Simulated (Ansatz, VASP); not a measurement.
HfB2, level by level in two programs

```
Hf B
1.0
     3.14000    0.00000    0.00000
    -1.57000    2.71932    0.00000
     0.00000    0.00000    3.48000
Hf B
1 2
Direct
  0.00000 0.00000 0.00000
  0.66667 0.33333 0.50000
  0.33333 0.66667 0.50000
```

Single points on this cell with VASP 6.6.1 and Ansatz 0.2.0. Each row is one pair of runs. Alike in all rows: spin: off; VASP's potentials, cutoff: VASP PAW PBE potentials, release 64 (Hf_pv, B), 520 eV; Ansatz's potentials, cutoff: Ansatz PAW, 420 eV.

| level | k mesh | smearing | gap on the k mesh at the Fermi level (eV), VASP | gap on the k mesh at the Fermi level (eV), Ansatz | pressure (GPa), VASP | pressure (GPa), Ansatz |
| --- | --- | --- | --- | --- | --- | --- |
| PBE | 10 × 10 × 8 | gaussian, width 0.011 eV | none | ? | 1.0 | ? |
| HF | 5 × 5 × 4 | fermi-dirac, width 0.05 eV | none | none | 5.8 | 13.5 |
| PBE | 10 × 10 × 8 | gaussian, width 0.029 eV | none | none | 1.0 | 1.4 |
| PBE | 10 × 10 × 8 | gaussian, width 0.03 eV | none | none | 1.0 | 1.4 |
| PBE | 6 × 6 × 5 | fermi-dirac, width 0.05 eV | none | none | 1.2 | 1.6 |
| PBE-based global hybrid | 6 × 6 × 5 | fermi-dirac, width 0.05 eV | none | none | -0.6 | 0.5 |

**Question.** Fill in what Ansatz gave in row 1.

**Answer.** gap on the k mesh at the Fermi level (eV): none; pressure (GPa): 1.4.

VASP's potentials hold 16 valence electrons a cell and Ansatz's 32, so a difference there can come from the potentials and not from the codes.

A gap of «none» marks a metal or a gap that the smearing closes.

The k mesh is coarse in some rows, so the values compare programs but aren't converged. Neither program's run includes spin-orbit coupling.
